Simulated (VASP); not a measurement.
# SiC (Cm) in VASP: single point with PBE

Aim: the single point of SiC with PBE.

Program: VASP 6.6.1. These are calculated values, not measurements. Logs are shortened: lines on timing, memory, paths and dates and some standing lists are left out, and cuts for length are marked.

### Step 1. The cell of the first run

It takes space group Cm (No. 8, monoclinic). The conventional cell has a = 5.359 Å, b = 3.094 Å, c = 10.130 Å, α = 90.00°, β = 90.86°, γ = 90.00°. Si (site symmetry m) has 4 C at 1.89 to 1.90 Å within 2.5 Å. Within 2.5 Å of Si (site symmetry m) lie 4 C at 1.89 to 1.90 Å. Within 2.5 Å of Si (site symmetry m) lie 4 C at 1.88 to 1.90 Å. Si (site symmetry m) has 4 C at 1.89 to 1.90 Å within 2.5 Å. Within 2.5 Å of C (site symmetry m) lie 4 Si at 1.88 to 1.90 Å. C (site symmetry m) has 4 Si at 1.89 to 1.90 Å within 2.5 Å. Within 2.5 Å of C (site symmetry m) lie 4 Si at 1.89 to 1.90 Å. Within 2.5 Å of C (site symmetry m) lie 4 Si at 1.89 to 1.90 Å.

### Step 2. Single point, PBE (strain +0.0150 x Voigt [0, 0, 0, 1, 0, 0])

INCAR

```
SYSTEM = SiC
  PREC = Accurate
  ENCUT = 520
  EDIFF = 1E-6
  ISMEAR = 0
  SIGMA = 0.05
  LREAL = .FALSE.
  LASPH = .TRUE.
  NELM = 80
  ALGO = Normal
  ISIF = 2
  LWAVE = .FALSE.
  LCHARG = .FALSE.
  GGA = PE
  NBANDS = 26
```

KPOINTS

```
regular mesh
0
G
  12 12 4
  0 0 0
```

POSCAR

```
SiC
1.0
    3.0941201807      0.0000000000      0.0000000000
   -1.5470600903      2.6795866789      0.0200969001
    0.0000000000      0.0759700440     10.1293391985
Si C
4 4
Direct
    0.6666666667      0.3333333333      0.9378441878
    0.3333333333      0.6666666667      0.4378441878
    0.0000000000      0.0000000000      0.6878995565
    0.0000000000      0.0000000000      0.1878995565
    0.6666666667      0.3333333333      0.7498074459
    0.3333333333      0.6666666667      0.2498074459
    0.0000000000      0.0000000000      0.5004478098
    0.0000000000      0.0000000000      0.0004478098
```

Potentials or basis: VASP PAW PBE potentials, release 64 (Si, C).

On the command line:

```bash
> cat potpaw_PBE.64/Si/POTCAR potpaw_PBE.64/C/POTCAR > POTCAR
> mpirun -np 1 vasp_std > vasp.out
```

OUTCAR:

```text
SYSTEM = SiC
   PREC = Accurate
   ENCUT = 520
   EDIFF = 1E-6
   ISMEAR = 0
   LREAL = .FALSE.
   LASPH = .TRUE.
   NELM = 80
   ISIF = 2
   GGA = PE

 ion  position               nearest neighbor table
   1  0.667  0.333  0.938-   8 1.89   8 1.89   8 1.90   5 1.90   3 3.08   4 3.09   4 3.09   3 3.11
                             3 3.11   4 3.12
   2  0.333  0.667  0.438-   7 1.89   7 1.90   7 1.90   6 1.90   3 3.08   4 3.09   4 3.09   3 3.11
                             3 3.11   4 3.12
   3  0.000  0.000  0.688-   5 1.88   5 1.90   5 1.90   7 1.90   1 3.08   2 3.08   1 3.11   1 3.11
                             2 3.11   2 3.11
   4  0.000  0.000  0.188-   6 1.89   6 1.89   8 1.90   6 1.90   2 3.09   2 3.09   1 3.09   1 3.09
                             2 3.12   1 3.12
   5  0.667  0.333  0.750-   3 1.88   3 1.90   3 1.90   1 1.90
   6  0.333  0.667  0.250-   4 1.89   4 1.89   4 1.90   2 1.90
   7  0.000  0.000  0.500-   2 1.89   3 1.90   2 1.90   2 1.90
   8  0.000  0.000  0.000-   1 1.89   1 1.89   4 1.90   1 1.90

  LATTYP: Found a base centered monoclinic cell.
 ALAT       =     5.3593240824
 B/A-ratio  =     0.5773340319
 C/A-ratio  =     1.8900935876
 COS(beta)  =    -0.0149991563

  Lattice vectors:

 A1 = (  -1.5470600904,  -2.6795866789,  -0.0200969001)
 A2 = (   1.5470600903,  -2.6795866789,  -0.0200969001)
 A3 = (   0.0000000000,   0.0759700440,  10.1293391985)

Analysis of symmetry for initial positions (statically):
=====================================================================
 Subroutine PRICEL returns:
 Original cell was already a primitive cell.

 Routine SETGRP: Setting up the symmetry group for a
 base centered monoclinic supercell.

 Subroutine GETGRP returns: Found  2 space group operations
 (whereof  2 operations were pure point group operations)
 out of a pool of  4 trial point group operations.

The static configuration has the point symmetry C_1h.

Analysis of symmetry for dynamics (positions and initial velocities):
=====================================================================
 Subroutine PRICEL returns:
 Original cell was already a primitive cell.

 Routine SETGRP: Setting up the symmetry group for a
 base centered monoclinic supercell.

 Subroutine GETGRP returns: Found  2 space group operations
 (whereof  2 operations were pure point group operations)
 out of a pool of  4 trial point group operations.

The dynamic configuration has the point symmetry C_1h.

 Subroutine INISYM returns: Found  2 space group operations
 (whereof  2 operations are pure point group operations),
 and found     1 'primitive' translations

----------------------------------------------------------------------------------------

                                     Primitive cell

  volume of cell :      83.9773

  direct lattice vectors                    reciprocal lattice vectors
     3.094120181  0.000000000  0.000000000     0.323193652  0.186606438 -0.001399548
    -1.547060090  2.679586679  0.020096900     0.000000000  0.373212877 -0.002799097
     0.000000000  0.075970044 10.129339199     0.000000000 -0.000740465  0.098728677

  length of vectors
     3.094120181  3.094185447 10.129624082     0.373199756  0.373223373  0.098731453

  position of ions in fractional coordinates (direct lattice)
     0.666666667  0.333333333  0.937844188
     0.333333333  0.666666667  0.437844188
     1.000000000  0.000000000  0.687899556
     1.000000000  0.000000000  0.187899556
     0.666666667  0.333333333  0.749807446
     0.333333333  0.666666667  0.249807446
     1.000000000  0.000000000  0.500447810
     1.000000000  0.000000000  0.000447810

  ion indices of the primitive-cell ions
   primitive index   ion index
                 1           1
                 2           2
                 3           3
                 4           4
                 5           5
                 6           6
                 7           7
                 8           8

----------------------------------------------------------------------------------------

 KPOINTS: regular mesh

Automatic generation of k-mesh.
 Grid dimensions read from file:
 generate k-points for:   12   12    4

 Generating k-lattice:

  Cartesian coordinates                     Fractional coordinates (reciprocal lattice)
     0.026932804  0.015550537 -0.000116629     0.083333333 -0.000000000 -0.000000000
     0.000000000  0.031101073 -0.000233258     0.000000000  0.083333333 -0.000000000
     0.000000000 -0.000185116  0.024682169     0.000000000  0.000000000  0.250000000

  Length of vectors
     0.031099980  0.031101948  0.024682863

  Shift w.r.t. Gamma in fractional coordinates (k-lattice)
     0.000000000  0.000000000  0.000000000

 Subroutine IBZKPT returns following result:
 ===========================================

 Found    164 irreducible k-points:

 Following reciprocal coordinates:
            Coordinates               Weight
  0.000000  0.000000  0.000000      1.000000
  0.083333 -0.000000 -0.000000      4.000000
  0.166667  0.000000 -0.000000      4.000000
  0.250000 -0.000000 -0.000000      4.000000
  0.333333 -0.000000  0.000000      4.000000
  0.416667 -0.000000 -0.000000      4.000000
[... 16 lines left out ...]
  0.333333  0.166667 -0.000000      4.000000
  0.416667  0.166667 -0.000000      4.000000
 [... further k-points ...]
   k-points           NKPTS =    164   k-points in BZ     NKDIM =    164   number of bands    NBANDS=     26
   number of dos      NEDOS =    301   number of ions     NIONS =      8
   total plane-waves  NPLWV =  46080
   dimension x,y,z NGX =    24 NGY =   24 NGZ =   80
   dimension x,y,z NGXF=    48 NGYF=   48 NGZF=  160
   ions per type =               4   4
   NGX,Y,Z   is equivalent  to a cutoff of  12.90, 12.89, 13.13 a.u.
   NGXF,Y,Z  is equivalent  to a cutoff of  25.79, 25.79, 26.26 a.u.
 SYSTEM =  SiC
   PREC   = accura    normal or accurate (medium, high low for compatibility)
   ISTART =      0    job   : 0-new  1-cont  2-samecut
   ICHARG =      2    charge: 1-file 2-atom 10-const
   ISPIN  =      1    spin polarized calculation?
   LNONCOLLINEAR =      F non collinear calculations
   LSORBIT =      F    spin-orbit coupling
   LASPH  =      T    aspherical Exc in radial PAW
   ENCUT  =  520.0 eV  38.22 Ry    6.18 a.u.   5.75  5.75 18.83*2*pi/ulx,y,z
   NELM   =     80;   NELMIN=  2; NELMDL= -5     # of ELM steps
   EDIFF  = 0.1E-05   stopping-criterion for ELM
   LREAL  =      F    real-space projection
[... 7 lines left out ...]
   TEBEG  =    0.0;   TEEND  =   0.0 temperature during run
   PSTRESS=    0.0 pullay stress
   NELECT =      32.0000    total number of electrons
   NUPDOWN=      -1.0000    fix difference up-down
   EMIN   =  10.00;   EMAX   =-10.00  energy-range for DOS
   EFERMI =   0.00;   METHOD = LEGACY
   ISMEAR =     0;   SIGMA  =   0.05  broadening in eV -4-tet -1-fermi 0-gaus
   EFERMI_NEDOS =   21; number of points for ismear=-14 and -15
   IALGO  =     38    algorithm
   IMIX   =      4    mixing-type and parameters
     AMIX     =   0.40;   BMIX     =  1.00
     AMIX_MAG =   1.60;   BMIX_MAG =  1.00
  volume/ion in A,a.u.               =      10.50        70.84
  Fermi-wavevector in a.u.,A,eV,Ry     =   1.186873  2.242865 19.166087  1.408668
  Thomas-Fermi vector in A             =   2.323036
   LORBIT       =      0    0 simple, 1 ext, 2 COOP (PROOUT), +10 PAW based schemes
   GGA     = PE    functional components
   LHFCALC =     F    Hartree Fock is set to
   AEXX    =    0.0000 exact exchange contribution
   IVDW    =     0    specifies the selected vdW correction
   LEPSILON=     F    determine dielectric tensor
   LRPA    =     F    only Hartree local field effects (RPA)
 non-spin polarized calculation
 Gauss-broadening in eV      SIGMA  =   0.05
  energy-cutoff  :      520.00
  volume of cell :       83.98
 maximum number of plane-waves:      2286
   NGX = 11   NGY = 11   NGZ = 37

 number of electron      32.0000001 magnetization

 Free energy of the ion-electron system (eV)
  ---------------------------------------------------
  ext. energy  EPLUGINS =         0.00000000
  ---------------------------------------------------
  free energy    TOTEN  =       -60.23912584 eV

  energy without entropy =      -60.23912584  energy(sigma->0) =      -60.23912584

 E-fermi :   8.2759     XC(G=0): -11.2902

 val. band max:        8.0406400677   @ k =   0.0000   0.0000   0.0000
 cond. band min:      10.2204315843   @ k =   0.0000   0.5000  -0.0000
 fundamental gap:      2.1797915166
 Fermi energy:         8.2759302839

 k-point     1 :       0.0000    0.0000    0.0000
  band No.  band energies     occupation
      1      -7.3545      2.00000
      2      -6.1911      2.00000
      3      -6.1555      2.00000
      4      -3.8416      2.00000
      5      -0.5160      2.00000
      6       3.6601      2.00000
[... 18 lines left out ...]
     25      15.3071      0.00000
     26      15.9844      0.00000

 k-point     2 :       0.0833   -0.0000   -0.0000
  band No.  band energies     occupation
      1      -7.2353      2.00000
      2      -6.0767      2.00000
      3      -6.0389      2.00000
      4      -3.7409      2.00000
      5      -0.4072      2.00000
      6       3.6932      2.00000
[... 18 lines left out ...]
     25      15.3824      0.00000
     26      15.8680      0.00000

 k-point     3 :       0.1667    0.0000   -0.0000
  band No.  band energies     occupation
      1      -6.8808      2.00000
      2      -5.7373      2.00000
      3      -5.6935      2.00000
      4      -3.4481      2.00000
      5      -0.0911      2.00000
      6       3.6650      2.00000
[... 572 lines left out ...]
 k-point    23 :       0.3333    0.1667   -0.0000
  band No.  band energies     occupation
      1      -4.3122      2.00000
      2      -3.4614      2.00000
      3      -3.3554      2.00000
      4      -2.2539      2.00000
      5       0.3165      2.00000
      6       0.6049      2.00000
[... 18 lines left out ...]
     25      16.3033      0.00000
     26      16.8961      0.00000

 k-point    24 :       0.4167    0.1667   -0.0000
  band No.  band energies     occupation
      1      -3.6837      2.00000
      2      -3.2020      2.00000
      3      -2.9913      2.00000
      4      -2.4170      2.00000
      5      -0.1478      2.00000
      6       0.1407      2.00000
[... 18 lines left out ...]
     25      16.2338      0.00000
     26      16.8549      0.00000

 [... further k-points ...]
[... 5 lines left out ...]
  --------------------------------------------------------------------------------------
  -------------------------------------------------------------------------------------
  Total       -0.0195618     -0.0198994     -0.0079750     -0.0000000     -1.3216948     -0.0000000
  in kB       -0.3732130     -0.3796553     -0.1521530     -0.0000000    -25.2162259     -0.0000000
  external PRESSURE =      -0.3016738 kB  Pullay stress =       0.0000000 kB

 VOLUME and BASIS-vectors are now :
 -----------------------------------------------------------------------------
  energy-cutoff  :      520.00
  volume of cell :       83.98
      direct lattice vectors                 reciprocal lattice vectors
     3.094120181  0.000000000  0.000000000     0.323193652  0.186606438 -0.001399548
    -1.547060090  2.679586679  0.020096900     0.000000000  0.373212877 -0.002799097
     0.000000000  0.075970044 10.129339199     0.000000000 -0.000740465  0.098728677

 POSITION                                       TOTAL-FORCE (eV/Angst)
 -----------------------------------------------------------------------------------
      1.54706      0.96444      9.50644         0.000000      0.066168     -0.000264
     -0.00000      1.81965      4.44847         0.000000      0.073294     -0.000278
      0.00000      0.05226      6.96797         0.000000      0.080833     -0.002336
      0.00000      0.01427      1.90330         0.000000      0.076665     -0.002382
      1.54706      0.95016      7.60175        -0.000000     -0.085447      0.001453
     -0.00000      1.80537      2.54378        -0.000000     -0.076014      0.001407
      0.00000      0.03802      5.06921        -0.000000     -0.069891      0.001187
      0.00000      0.00003      0.00454        -0.000000     -0.065608      0.001214
 -----------------------------------------------------------------------------------
    total drift:                               -0.000000     -0.000393     -0.000356

  FREE ENERGIE OF THE ION-ELECTRON SYSTEM (eV)
  ---------------------------------------------------
  free  energy   TOTEN  =       -60.2391258440 eV

  energy  without entropy=      -60.2391258440  energy(sigma->0) =      -60.23912584
```

Run time: 2 min. Hardware: 1 thread of Intel Xeon 6975P-C (Granite Rapids), shared host; peak memory 0.38 GiB.

Results:

* Free energy: -60.2391 eV
* Pressure: 0.0 GPa
* Largest force: 0.085 eV/Å
* Band gap on the k mesh: 2.18 eV (least direct gap 3.33 eV)

Forces on the atoms (eV/Å):
```
Si   0.000  0.066  0.000
Si   0.000  0.073  0.000
Si   0.000  0.081 -0.002
Si   0.000  0.077 -0.002
C    0.000 -0.085  0.001
C    0.000 -0.076  0.001
C    0.000 -0.070  0.001
C    0.000 -0.066  0.001
```

Stress tensor (GPa, compression positive):
```
-0.04  0.00  0.00
 0.00 -0.04 -2.52
 0.00 -2.52 -0.02
```

Levels at points of the mesh, in eV from the valence-band top:
| k point | band 12 | band 13 | band 14 | band 15 | band 16 | band 17 | band 18 | band 19 | band 20 | band 21 |
| --- | --- | --- | --- | --- | --- | --- | --- | --- | --- | --- |
| (0.00, 0.00, 0.00) | -0.61 | -0.61 | -0.11 | -0.03 | 0.00 | 4.93 | 5.51 | 6.08 | 6.14 | 6.83 |
| (0.50, 0.00, 0.00) | -2.40 | -2.37 | -2.23 | -1.59 | -1.14 | 2.19 | 2.32 | 4.15 | 4.62 | 5.21 |
| (0.00, 0.50, 0.00) | -2.40 | -2.37 | -2.25 | -1.58 | -1.15 | 2.18 | 2.32 | 4.15 | 4.60 | 5.23 |
| (0.00, 0.00, 0.50) | -1.03 | -0.25 | -0.25 | -0.22 | -0.22 | 5.14 | 5.14 | 6.56 | 6.57 | 6.92 |
| (0.50, 0.00, 0.50) | -3.01 | -2.55 | -2.47 | -1.58 | -1.56 | 2.59 | 2.62 | 4.12 | 4.17 | 5.93 |
| (0.00, 0.50, 0.50) | -3.00 | -2.58 | -2.42 | -1.59 | -1.55 | 2.58 | 2.63 | 4.10 | 4.19 | 5.90 |

Caveat: the cell differs from its parent crystal (strain +0.0150 x Voigt [0, 0, 0, 1, 0, 0]).
